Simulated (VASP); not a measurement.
# GaAs (F-43m) in VASP: vibrations by perturbation theory with PBEsol

Aim: the vibrations by perturbation theory of GaAs with PBEsol.

Program: VASP 6.6.1. These are calculated values, not measurements. Logs are shortened: lines on timing, memory, paths and dates and some standing lists are left out, and cuts for length are marked.

### Step 1. The cell of the first run

It takes space group F-43m (No. 216, cubic). The conventional cell has a = 5.660 Å, b = 5.660 Å, c = 5.660 Å, α = 90.00°, β = 90.00°, γ = 90.00°. Ga (site symmetry -43m) has 4 As at 2.45 Å within 3.2 Å. Within 3.2 Å of As (site symmetry -43m) lie 4 Ga at 2.45 Å.

### Step 2. Vibrations by perturbation theory, PBEsol

INCAR

```
SYSTEM = GaAs
PREC = Accurate
ENCUT = 520
EDIFF = 1E-8
ISMEAR = 0
SIGMA = 0.01
LREAL = .FALSE.
LASPH = .TRUE.
NELM = 60
ALGO = Normal
ISIF = 2
LWAVE = .FALSE.
LCHARG = .TRUE.
GGA = PS
NBANDS = 16
IBRION = 8
NSW = 1
LEPSILON = .TRUE.
```

KPOINTS

```
Automatic mesh
0
G
  12 12 12
  0 0 0
```

POSCAR

```
GaAs
1.0
    0.0000000000      2.8297573507      2.8297573507
    2.8297573507      0.0000000000      2.8297573507
    2.8297573507      2.8297573507      0.0000000000
Ga As
1 1
Direct
    0.0000000000      0.0000000000      0.0000000000
    0.7500000000      0.7500000000      0.7500000000
```

Potentials or basis: VASP PAW PBE potentials, release 64 (Ga_d, As).

The run is started by

```console
> cat potpaw_PBE.64/Ga_d/POTCAR potpaw_PBE.64/As/POTCAR > POTCAR
> mpirun -np 1 vasp_std > vasp.out
```

OUTCAR:

```text
SYSTEM = GaAs
   PREC = Accurate
   ENCUT = 520
   EDIFF = 1E-8
   ISMEAR = 0
   LREAL = .FALSE.
   LASPH = .TRUE.
   NELM = 60
   ISIF = 2
   GGA = PS
   IBRION = 8
   NSW = 1
   LEPSILON = .TRUE.

 ion  position               nearest neighbor table
   1  0.000  0.000  0.000-   2 2.45   2 2.45   2 2.45   2 2.45
   2  0.750  0.750  0.750-   1 2.45   1 2.45   1 2.45   1 2.45

  LATTYP: Found a face centered cubic cell.
 ALAT       =     5.6595147014

  Lattice vectors:

 A1 = (   0.0000000000,   2.8297573507,   2.8297573507)
 A2 = (   2.8297573507,   0.0000000000,   2.8297573507)
 A3 = (   2.8297573507,   2.8297573507,   0.0000000000)

Analysis of symmetry for initial positions (statically):
=====================================================================
 Subroutine PRICEL returns:
 Original cell was already a primitive cell.

 Routine SETGRP: Setting up the symmetry group for a
 face centered cubic supercell.

 Subroutine GETGRP returns: Found 24 space group operations
 (whereof 24 operations were pure point group operations)
 out of a pool of 48 trial point group operations.

The static configuration has the point symmetry T_d .

Analysis of symmetry for dynamics (positions and initial velocities):
=====================================================================
 Subroutine PRICEL returns:
 Original cell was already a primitive cell.

 Routine SETGRP: Setting up the symmetry group for a
 face centered cubic supercell.

 Subroutine GETGRP returns: Found 24 space group operations
 (whereof 24 operations were pure point group operations)
 out of a pool of 48 trial point group operations.

The dynamic configuration has the point symmetry T_d .

 Subroutine INISYM returns: Found 24 space group operations
 (whereof 24 operations are pure point group operations),
 and found     1 'primitive' translations

----------------------------------------------------------------------------------------

                                     Primitive cell

  volume of cell :      45.3187

  direct lattice vectors                    reciprocal lattice vectors
     0.000000000  2.829757351  2.829757351    -0.176693595  0.176693595  0.176693595
     2.829757351  0.000000000  2.829757351     0.176693595 -0.176693595  0.176693595
     2.829757351  2.829757351  0.000000000     0.176693595  0.176693595 -0.176693595

  length of vectors
     4.001881224  4.001881224  4.001881224     0.306042284  0.306042284  0.306042284

  position of ions in fractional coordinates (direct lattice)
     0.000000000  0.000000000  0.000000000
     0.750000000  0.750000000  0.750000000

  ion indices of the primitive-cell ions
   primitive index   ion index
                 1           1
                 2           2

----------------------------------------------------------------------------------------

 KPOINTS: Automatic mesh

Automatic generation of k-mesh.
 Grid dimensions read from file:
 generate k-points for:   12   12   12

 Generating k-lattice:

  Cartesian coordinates                     Fractional coordinates (reciprocal lattice)
[... 604 lines left out ...]

 Free energy of the ion-electron system (eV)
  ---------------------------------------------------
  ---------------------------------------------------
  free energy    TOTEN  =        -2.65572464 eV

  energy without entropy =       -2.65572464

------------------------ aborting loop because EDIFF is reached ----------------------------------------

--------------------------------------- Ionic step        2  -------------------------------------------

------------------------ aborting loop because EDIFF is reached ----------------------------------------

--------------------------------------- Ionic step        3  -------------------------------------------

------------------------ aborting loop because EDIFF is reached ----------------------------------------

 PIEZOELECTRIC TENSOR FIELD DIRECTION 3  (e Angst)
 -----------------------------------------------------------------------------
    -0.00066  2.45786  0.00000           (  0.00000  0.01476  0.00000)
     2.45786 -0.00066  0.00000           (  0.01476  0.00000  0.00000)
     0.00000  0.00000 -0.00104           (  0.00000  0.00000  0.00000)

 PIEZOELECTRIC TENSOR FIELD DIRECTION 3  (C/m^2)
 -----------------------------------------------------------------------------
    -0.00023  0.86894  0.00000
     0.86894 -0.00023  0.00000
     0.00000  0.00000 -0.00037

--------------------------------------- Ionic step        4  -------------------------------------------

------------------------ aborting loop because EDIFF is reached ----------------------------------------

[... ionic steps 5 to 6 ...]

--------------------------------------- Ionic step        7  -------------------------------------------

 Free energy of the ion-electron system (eV)
  ---------------------------------------------------
  ---------------------------------------------------
  free energy    TOTEN  =        -0.04365920 eV

  energy without entropy =       -0.04365920

------------------------ aborting loop because EDIFF is reached ----------------------------------------

 INTERNAL STRAIN TENSOR  FOR ION    2  DIRECTION 1   (eV/Angst):
 -----------------------------------------------------------------------------
    -0.00349  0.00000  0.00000
     0.00000  0.00315  6.97259
     0.00000  6.97259  0.00315

 MACROSCOPIC STATIC DIELECTRIC TENSOR (including local field effects in DFT)
 ------------------------------------------------------
          21.194548    -0.000000    -0.000000
           0.000000    21.194548     0.000000
          -0.000000    -0.000000    21.194548
 ------------------------------------------------------

 PIEZOELECTRIC TENSOR (including local field effects)  for field in x, y, z        (e  Angst)
          XX          YY          ZZ          XY          YZ          ZX
  --------------------------------------------------------------------------------
  x    -0.00000     0.00000     0.00000     0.00000     2.46338     0.00000
  y    -0.00000     0.00000    -0.00000     0.00000     0.00000     2.46338
  z     0.00000     0.00000     0.00000     2.46338     0.00000     0.00000

 PIEZOELECTRIC TENSOR (including local field effects)  for field in x, y, z        (C/m^2)
          XX          YY          ZZ          XY          YZ          ZX
  --------------------------------------------------------------------------------
  x    -0.00000     0.00000     0.00000     0.00000     0.87089     0.00000
  y    -0.00000     0.00000    -0.00000     0.00000     0.00000     0.87089
  z     0.00000     0.00000     0.00000     0.87089     0.00000     0.00000

 BORN EFFECTIVE CHARGES (including local field effects) (in |e|, cummulative output)
 ---------------------------------------------------------------------------------
 ion    1
    1     2.15158     0.00000    -0.00000
    2     0.00000     2.15158     0.00000
    3     0.00000    -0.00000     2.15158
 ion    2
    1    -2.15158    -0.00000     0.00000
    2    -0.00000    -2.15158    -0.00000
    3    -0.00000     0.00000    -2.15158

 INTERNAL STRAIN TENSOR FOR ION    2 for displacements in x,y,z  (eV/Angst):
          X           Y           Z          XY          YZ          ZX
  --------------------------------------------------------------------------------
  x    -0.00000    -0.00000    -0.00000     0.00000     6.97259     0.00000
  y    -0.00000    -0.00000    -0.00000     0.00000     0.00000     6.97259
  z    -0.00000    -0.00000    -0.00000     6.97259     0.00000     0.00000

 SECOND DERIVATIVES (NOT SYMMETRIZED)
 ------------------------------------
               1X          1Y          1Z          2X          2Y          2Z
  1X    -9.143139    0.000000    0.000000    9.143139    0.000000    0.000000
  1Y     0.000000   -9.143139    0.000000    0.000000    9.143139    0.000000
  1Z     0.000000    0.000000   -9.143139    0.000000    0.000000    9.143139
  2X     9.202365    0.000000    0.000000   -9.202365    0.000000    0.000000
  2Y     0.000000    9.202365    0.000000    0.000000   -9.202365    0.000000
  2Z     0.000000    0.000000    9.202365    0.000000    0.000000   -9.202365

 Eigenvectors and eigenvalues of the dynamical matrix
 ----------------------------------------------------

   1 f  =    7.878343 THz    49.501092 2PiTHz  262.793249 cm-1    32.582196 meV
             X         Y         Z           dx          dy          dz
      0.000000  0.000000  0.000000    -0.718581    0.000000    0.000000
      4.244636  4.244636  4.244636     0.695443    0.000000    0.000000
[... 21 lines left out ...]
   6 f/i=    0.012710 THz     0.079861 2PiTHz    0.423970 cm-1     0.052566 meV
             X         Y         Z           dx          dy          dz
      0.000000  0.000000  0.000000     0.000000   -0.695443    0.000000
      4.244636  4.244636  4.244636     0.000000   -0.718581    0.000000

--------------------------------------------------------------------------------------------------------

 MACROSCOPIC STATIC DIELECTRIC TENSOR IONIC CONTRIBUTION
 ------------------------------------------------------
           2.015123    -0.000000    -0.000000
          -0.000000     2.015123    -0.000000
          -0.000000    -0.000000     2.015123
 ------------------------------------------------------

 ELASTIC MODULI CONTR FROM IONIC RELAXATION (kBar)
 Direction    XX          YY          ZZ          XY          YZ          ZX
 --------------------------------------------------------------------------------
 XX          -0.0000     -0.0000     -0.0000      0.0000      0.0000      0.0000
 YY          -0.0000     -0.0000     -0.0000      0.0000      0.0000      0.0000
 ZZ          -0.0000     -0.0000     -0.0000      0.0000      0.0000      0.0000
 XY           0.0000      0.0000      0.0000   -185.5112      0.0000      0.0000
 YZ           0.0000      0.0000      0.0000      0.0000   -185.5112      0.0000
 ZX           0.0000      0.0000      0.0000      0.0000      0.0000   -185.5112
 --------------------------------------------------------------------------------

 PIEZOELECTRIC TENSOR IONIC CONTR  for field in x, y, z        (C/m^2)
          XX          YY          ZZ          XY          YZ          ZX
  --------------------------------------------------------------------------------
  x     0.00000     0.00000     0.00000     0.00000    -0.57532     0.00000
  y     0.00000     0.00000     0.00000     0.00000     0.00000    -0.57532
  z     0.00000     0.00000     0.00000    -0.57532     0.00000     0.00000
```

Run time: 38 min. Hardware: 1 thread of Intel Xeon Platinum 8375C at 2.90GHz (Ice Lake), shared host; peak memory 0.57 GiB.

What came out:

```yaml
Electronic_dielectric_tensor_diagonal: 21.19
Born_charges_mean_of_the_diagonal: Ga +2.15; As -2.15 e
Highest_phonon_frequency_at_Γ_LO-TO_splitting_left_out: 263 cm⁻¹
```

Phonon frequencies in cm⁻¹ (negative: imaginary):
| q point | frequencies |
| --- | --- |
| (0.000, 0.000, 0.000) | 0 0 0 263 263 263 |

Electronic dielectric tensor:
```
21.19  0.00  0.00
 0.00 21.19  0.00
 0.00  0.00 21.19
```

Born effective charge tensors (e):
atom 1, Ga
```
2.15 0.00 0.00
0.00 2.15 0.00
0.00 0.00 2.15
```
atom 2, As
```
-2.15  0.00  0.00
 0.00 -2.15  0.00
 0.00  0.00 -2.15
```
